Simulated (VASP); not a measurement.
# KCl (Pm-3m) in VASP: single point with LDA

Aim: the single point of KCl with LDA.

Everything below comes from runs of VASP 6.6.1. Logs are shortened: lines on timing, memory, paths and dates and some standing lists are left out, and cuts for length are marked.

## (1) The cell of the first run

The structure is cubic, space group Pm-3m (No. 221). Conventional cell: a = 3.839 Å, b = 3.839 Å, c = 3.839 Å, α = 90.00°, β = 90.00°, γ = 90.00°. K (site symmetry m-3m) has 8 Cl at 3.32 Å and 6 K at 3.84 Å within 4.4 Å. Cl (site symmetry m-3m) has 8 K at 3.32 Å and 6 Cl at 3.84 Å within 4.4 Å.

## (2) Single point, LDA

Input file INCAR:

```
SYSTEM = KCl
PREC     = Accurate       ! precision mode
ENCUT    = 500            ! plane-wave cutoff, eV
EDIFF    = 1E-6           ! SCF threshold, eV
ISMEAR   = 0              ! smearing method
SIGMA    = 0.01           ! smearing width, eV
LREAL    = .FALSE.        ! projectors in reciprocal space
LASPH    = .TRUE.         ! aspherical terms in the spheres
NELM     = 120            ! most SCF steps
ALGO     = Normal         ! electronic algorithm
ISIF     = 2              ! what is computed and relaxed
LWAVE    = .FALSE.        ! write WAVECAR
LCHARG   = .TRUE.         ! write CHGCAR
GGA      = CA             ! functional
LELF     = .TRUE.         ! ELF
LVHAR    = .TRUE.       
NBANDS   = 15             ! bands
GGA_COMPAT= .FALSE.
```

Input file KPOINTS:

```
Automatic mesh
0
G
  5 5 5
  0 0 0
```

Input file POSCAR:

```
KCl
1.0
    3.8391960000      0.0000000000      0.0000000000
    0.0000000000      3.8391960000      0.0000000000
    0.0000000000      0.0000000000      3.8391960000
K Cl
1 1
Direct
    0.0000000000      0.0000000000      0.0000000000
    0.5000000000      0.5000000000      0.5000000000
```

Potentials or basis: VASP PAW LDA potentials, release 64 (K_sv, Cl).

Run with:

```console
$ cat potpaw_LDA.64/K_sv/POTCAR potpaw_LDA.64/Cl/POTCAR > POTCAR
$ mpirun -np 1 vasp_std > vasp.out
```

OUTCAR:

```text
SYSTEM = KCl
   PREC = Accurate
   ENCUT = 500
   EDIFF = 1E-6
   ISMEAR = 0
   LREAL = .FALSE.
   LASPH = .TRUE.
   NELM = 120
   ISIF = 2
   GGA = CA

 ion  position               nearest neighbor table
   1  0.000  0.000  0.000-
   2  0.500  0.500  0.500-

  LATTYP: Found a simple cubic cell.
 ALAT       =     3.8391960000

  Lattice vectors:

 A1 = (   3.8391960000,   0.0000000000,   0.0000000000)
 A2 = (   0.0000000000,   3.8391960000,   0.0000000000)
 A3 = (   0.0000000000,   0.0000000000,   3.8391960000)

Analysis of symmetry for initial positions (statically):
=====================================================================
 Subroutine PRICEL returns:
 Original cell was already a primitive cell.

 Routine SETGRP: Setting up the symmetry group for a
 simple cubic supercell.

 Subroutine GETGRP returns: Found 48 space group operations
 (whereof 48 operations were pure point group operations)
 out of a pool of 48 trial point group operations.

The static configuration has the point symmetry O_h .

Analysis of symmetry for dynamics (positions and initial velocities):
=====================================================================
 Subroutine PRICEL returns:
 Original cell was already a primitive cell.

 Routine SETGRP: Setting up the symmetry group for a
 simple cubic supercell.

 Subroutine GETGRP returns: Found 48 space group operations
 (whereof 48 operations were pure point group operations)
 out of a pool of 48 trial point group operations.

The dynamic configuration has the point symmetry O_h .

 Subroutine INISYM returns: Found 48 space group operations
 (whereof 48 operations are pure point group operations),
 and found     1 'primitive' translations

----------------------------------------------------------------------------------------

                                     Primitive cell

  volume of cell :      56.5875

  direct lattice vectors                    reciprocal lattice vectors
     3.839196000  0.000000000  0.000000000     0.260471203  0.000000000  0.000000000
     0.000000000  3.839196000  0.000000000     0.000000000  0.260471203  0.000000000
     0.000000000  0.000000000  3.839196000     0.000000000  0.000000000  0.260471203

  length of vectors
     3.839196000  3.839196000  3.839196000     0.260471203  0.260471203  0.260471203

  position of ions in fractional coordinates (direct lattice)
     0.000000000  0.000000000  0.000000000
     0.500000000  0.500000000  0.500000000

  ion indices of the primitive-cell ions
   primitive index   ion index
                 1           1
                 2           2

----------------------------------------------------------------------------------------

 KPOINTS: Automatic mesh

Automatic generation of k-mesh.
 Grid dimensions read from file:
 generate k-points for:    5    5    5

 Generating k-lattice:

  Cartesian coordinates                     Fractional coordinates (reciprocal lattice)
     0.052094241  0.000000000  0.000000000     0.200000000  0.000000000  0.000000000
     0.000000000  0.052094241  0.000000000     0.000000000  0.200000000  0.000000000
     0.000000000  0.000000000  0.052094241     0.000000000  0.000000000  0.200000000

  Length of vectors
     0.052094241  0.052094241  0.052094241

  Shift w.r.t. Gamma in fractional coordinates (k-lattice)
     0.000000000  0.000000000  0.000000000

 Subroutine IBZKPT returns following result:
 ===========================================

 Found     10 irreducible k-points:

 Following reciprocal coordinates:
            Coordinates               Weight
  0.000000  0.000000  0.000000      1.000000
  0.200000  0.000000  0.000000      6.000000
  0.400000  0.000000  0.000000      6.000000
  0.200000  0.200000  0.000000     12.000000
  0.400000  0.200000  0.000000     24.000000
  0.400000  0.400000  0.000000     12.000000
  0.200000  0.200000  0.200000      8.000000
  0.400000  0.200000  0.200000     24.000000
  0.400000  0.400000  0.200000     24.000000
  0.400000  0.400000  0.400000      8.000000
   k-points           NKPTS =     10   k-points in BZ     NKDIM =     10   number of bands    NBANDS=     15
   number of dos      NEDOS =    301   number of ions     NIONS =      2
   total plane-waves  NPLWV =  21952
   dimension x,y,z NGX =    28 NGY =   28 NGZ =   28
   dimension x,y,z NGXF=    56 NGYF=   56 NGZF=   56
   ions per type =               1   1
   NGX,Y,Z   is equivalent  to a cutoff of  12.12, 12.12, 12.12 a.u.
   NGXF,Y,Z  is equivalent  to a cutoff of  24.25, 24.25, 24.25 a.u.
 SYSTEM =  KCl
   PREC   = accura    normal or accurate (medium, high low for compatibility)
   ISTART =      0    job   : 0-new  1-cont  2-samecut
   ICHARG =      2    charge: 1-file 2-atom 10-const
   ISPIN  =      1    spin polarized calculation?
   LNONCOLLINEAR =      F non collinear calculations
   LSORBIT =      F    spin-orbit coupling
   LASPH  =      T    aspherical Exc in radial PAW
   ENCUT  =  500.0 eV  36.75 Ry    6.06 a.u.   7.00  7.00  7.00*2*pi/ulx,y,z
   NELM   =    120;   NELMIN=  2; NELMDL= -5     # of ELM steps
   EDIFF  = 0.1E-05   stopping-criterion for ELM
   LREAL  =      F    real-space projection
   EDIFFG = 0.1E-04   stopping-criterion for IOM
   NSW    =      0    number of steps for IOM
   IBRION =     -1    ionic relax: 0-MD 1-quasi-New 2-CG
   NFREE  =      0    steps in history (QN), initial steepest desc. (CG)
   ISIF   =      2    stress and relaxation
   ISYM   =      2    0-nonsym 1-usesym 2-fastsym
   POTIM  = 0.5000    time-step for ionic-motion
   TEBEG  =    0.0;   TEEND  =   0.0 temperature during run
   PSTRESS=    0.0 pullay stress
   NELECT =      16.0000    total number of electrons
   NUPDOWN=      -1.0000    fix difference up-down
   EMIN   =  10.00;   EMAX   =-10.00  energy-range for DOS
   EFERMI =   0.00;   METHOD = LEGACY
   ISMEAR =     0;   SIGMA  =   0.01  broadening in eV -4-tet -1-fermi 0-gaus
   EFERMI_NEDOS =   21; number of points for ismear=-14 and -15
   IALGO  =     38    algorithm
   IMIX   =      4    mixing-type and parameters
     AMIX     =   0.40;   BMIX     =  1.00
     AMIX_MAG =   1.60;   BMIX_MAG =  1.00
  volume/ion in A,a.u.               =      28.29       190.94
  Fermi-wavevector in a.u.,A,eV,Ry     =   1.074504  2.030517 15.708715  1.154558
  Thomas-Fermi vector in A             =   2.210334
   LORBIT       =      0    0 simple, 1 ext, 2 COOP (PROOUT), +10 PAW based schemes
   GGA     = CA    functional components
   LHFCALC =     F    Hartree Fock is set to
   AEXX    =    0.0000 exact exchange contribution
   IVDW    =     0    specifies the selected vdW correction
   LEPSILON=     F    determine dielectric tensor
   LRPA    =     F    only Hartree local field effects (RPA)
 non-spin polarized calculation
 Gauss-broadening in eV      SIGMA  =   0.01
  energy-cutoff  :      500.00
  volume of cell :       56.59
 maximum number of plane-waves:      1446
 NGX is ok and might be reduce to    28
   NGX = 13   NGY = 13   NGZ = 13

 number of electron      16.0000004 magnetization

 Free energy of the ion-electron system (eV)
  ---------------------------------------------------
  ext. energy  EPLUGINS =         0.00000000
  ---------------------------------------------------
  free energy    TOTEN  =        -7.25490326 eV

  energy without entropy =       -7.25490326  energy(sigma->0) =       -7.25490326

 E-fermi :  -1.0227     XC(G=0):  -8.6223

 val. band max:       -1.1121326845   @ k =   0.4000   0.4000   0.0000
 cond. band min:       3.2983890137   @ k =   0.0000   0.0000   0.0000
 fundamental gap:      4.4105216981
 Fermi energy:        -1.0226518821

 k-point     1 :       0.0000    0.0000    0.0000
  band No.  band energies     occupation
      1     -28.7474      2.00000
      2     -13.5551      2.00000
      3     -12.3658      2.00000
      4     -12.3658      2.00000
      5     -12.3658      2.00000
      6      -1.2815      2.00000
      7      -1.2815      2.00000
      8      -1.2815      2.00000
      9       3.2984      0.00000
     10       5.1720      0.00000
     11       5.1720      0.00000
     12       9.4119      0.00000
     13       9.4119      0.00000
     14       9.4119      0.00000
     15      12.4331      0.00000

 k-point     2 :       0.2000    0.0000    0.0000
  band No.  band energies     occupation
      1     -28.7402      2.00000
      2     -13.6159      2.00000
      3     -12.3545      2.00000
      4     -12.3545      2.00000
      5     -12.3196      2.00000
      6      -1.9629      2.00000
      7      -1.2848      2.00000
      8      -1.2848      2.00000
      9       4.1617      0.00000
     10       5.4945      0.00000
     11       5.9217      0.00000
     12       9.2654      0.00000
     13       9.2654      0.00000
     14       9.5930      0.00000
     15      11.0634      0.00000

 k-point     3 :       0.4000    0.0000    0.0000
  band No.  band energies     occupation
      1     -28.7285      2.00000
      2     -13.7173      2.00000
      3     -12.3360      2.00000
      4     -12.3360      2.00000
      5     -12.2341      2.00000
      6      -2.7982      2.00000
      7      -1.2914      2.00000
      8      -1.2914      2.00000
      9       5.7598      0.00000
     10       6.2957      0.00000
     11       6.8862      0.00000
     12       9.1721      0.00000
     13       9.1973      0.00000
     14       9.1973      0.00000
     15       9.9458      0.00000
[... 91 lines left out ...]
 k-point     9 :       0.4000    0.4000    0.2000
  band No.  band energies     occupation
      1     -28.7046      2.00000
      2     -13.3219      2.00000
      3     -12.5636      2.00000
      4     -12.4936      2.00000
      5     -12.3972      2.00000
      6      -2.3193      2.00000
      7      -2.2697      2.00000
      8      -1.6266      2.00000
      9       5.6679      0.00000
     10       6.8925      0.00000
     11       7.5105      0.00000
     12       7.5739      0.00000
     13       8.8757      0.00000
     14       8.8852      0.00000
     15      11.3154      0.00000

 k-point    10 :       0.4000    0.4000    0.4000
  band No.  band energies     occupation
      1     -28.6942      2.00000
      2     -13.1959      2.00000
      3     -12.5327      2.00000
      4     -12.5327      2.00000
      5     -12.5223      2.00000
      6      -2.3327      2.00000
      7      -2.3327      2.00000
      8      -2.2772      2.00000
      9       6.7901      0.00000
     10       7.2489      0.00000
     11       7.2489      0.00000
     12       8.2564      0.00000
     13       8.5956      0.00000
     14       8.5956      0.00000
     15      11.3120      0.00000

------------------------ aborting loop because EDIFF is reached ----------------------------------------

  FORCE on cell =-STRESS in cart. coord.  units (eV):
  Direction    XX          YY          ZZ          XY          YZ          ZX
  --------------------------------------------------------------------------------------
  -------------------------------------------------------------------------------------
  Total       -1.1076091     -1.1076091     -1.1076091     -0.0000000      0.0000000      0.0000000
  in kB      -31.3600138    -31.3600138    -31.3600138     -0.0000000      0.0000000      0.0000000
  external PRESSURE =     -31.3600138 kB  Pullay stress =       0.0000000 kB

 VOLUME and BASIS-vectors are now :
 -----------------------------------------------------------------------------
  energy-cutoff  :      500.00
  volume of cell :       56.59
      direct lattice vectors                 reciprocal lattice vectors
     3.839196000  0.000000000  0.000000000     0.260471203  0.000000000  0.000000000
     0.000000000  3.839196000  0.000000000     0.000000000  0.260471203  0.000000000
     0.000000000  0.000000000  3.839196000     0.000000000  0.000000000  0.260471203

 POSITION                                       TOTAL-FORCE (eV/Angst)
 -----------------------------------------------------------------------------------
      0.00000      0.00000      0.00000         0.000000      0.000000      0.000000
      1.91960      1.91960      1.91960         0.000000      0.000000      0.000000
 -----------------------------------------------------------------------------------
    total drift:                               -0.000000      0.000000      0.000000

  FREE ENERGIE OF THE ION-ELECTRON SYSTEM (eV)
  ---------------------------------------------------
  free  energy   TOTEN  =        -7.2549032638 eV

  energy  without entropy=       -7.2549032638  energy(sigma->0) =       -7.25490326
```

Run time: 3.3 s. Hardware: 1 thread of Intel Xeon 6975P-C (Granite Rapids), shared host; peak memory 0.14 GiB.

Results:

```
Free energy            : -7.2549 eV
Pressure               : -3.1 GPa
Band gap on the k mesh : 4.41 eV (least direct gap 4.58 eV)
```

Caveat: the cell stands under tension; an odd mesh through Γ misses points on the zone boundary, where band edges can lie.
